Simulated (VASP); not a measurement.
The system is PbS (rocksalt type).

```
Pb S
1.0
     0.00000    2.69344    2.69344
     2.69344    0.00000    2.69344
     2.69344    2.69344    0.00000
Pb S
1 1
Direct
  0.00000 0.00000 0.00000
  0.50000 0.50000 0.50000
```

- Program: VASP 6.6.1
- Task: relaxation of cell and atoms
- Functional: PBE
- Potentials or basis: VASP PAW PBE potentials, release 64 (Pb_d, S)
- Cutoff: 600 eV
- k mesh: 13 × 13 × 13
- Occupations: fermi-dirac, width 0.1 eV
- Spin: no spin polarisation

At the start: pressure 34.3 GPa; volume 19.54 Å³/atom.

Problem. Where does the relaxation end?

Solution. Over 3 steps the energy falls by 610.9 meV/atom and the volume is 27.09 Å³/atom (+38.6 %); space group Fm-3m (No. 225, to 0.05 Å).

Step by step:
```csv
step,energy change (eV),largest force (eV/Å),pressure (GPa),volume (Å³)
1,0.0000,0.0000,34.32,39.08
2,-0.8436,0.0000,-7.22,67.85
3,-1.2218,0.0000,0.01,54.18
```

Final structure:
```xyz
2
Lattice="0.0000 3.0033 3.0033 3.0033 0.0000 3.0033 3.0033 3.0033 0.0000" Properties=species:S:1:pos:R:3 pbc="T T T"
Pb    0.0000    0.0000    0.0000
S     3.0033    3.0033    3.0033
```

Caveat: the volume moved by over 15 % at a fixed basis, so the end points are rough.
